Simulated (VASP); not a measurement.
Here is a VASP 6.6.1 calculation.

INCAR

```
SYSTEM = BN
  ALGO = Normal
  EDIFF = 1E-7
  ENCUT = 520
  GGA = PE
  ISIF = 2
  ISMEAR = 0
  LASPH = .True.
  LCHARG = .False.
  LREAL = .False.
  LWAVE = .False.
  NBANDS = 11
  NELM = 100
  PREC = Accurate
  SIGMA = 0.01
```

The input KPOINTS:

```
k-points
0
Gamma
  6 6 6
  0 0 0
```

File POSCAR:

```
BN
1.0
    0.0000000000      1.8770184836      1.7733753805
    1.8770184836      0.0000000000      1.7733753805
    1.8770184836      1.8770184836      0.0000000000
B N
1 1
Direct
    0.0000000000      0.0000000000      0.0000000000
    0.2500000000      0.2500000000      0.2500000000
```

Potentials or basis: VASP PAW PBE potentials, release 64 (B, N).

The run is started by

```bash
$ cat potpaw_PBE.64/B/POTCAR potpaw_PBE.64/N/POTCAR > POTCAR
$ mpirun -np 1 vasp_std > vasp.out
```

Predict the pressure.

-16.3 GPa.

Estimate the band gap on the k mesh.

3.49 eV, indirect (least direct gap 7.98 eV).

Stress tensor (GPa, compression positive):
```
-26.53   0.00   0.00
  0.00 -26.53   0.00
  0.00   0.00   4.02
```

Caveat: the k points lie up to 0.49 Å⁻¹ apart; the cell differs from its parent crystal (epitaxial xy strain +4.0%). A k mesh can miss the band edges.
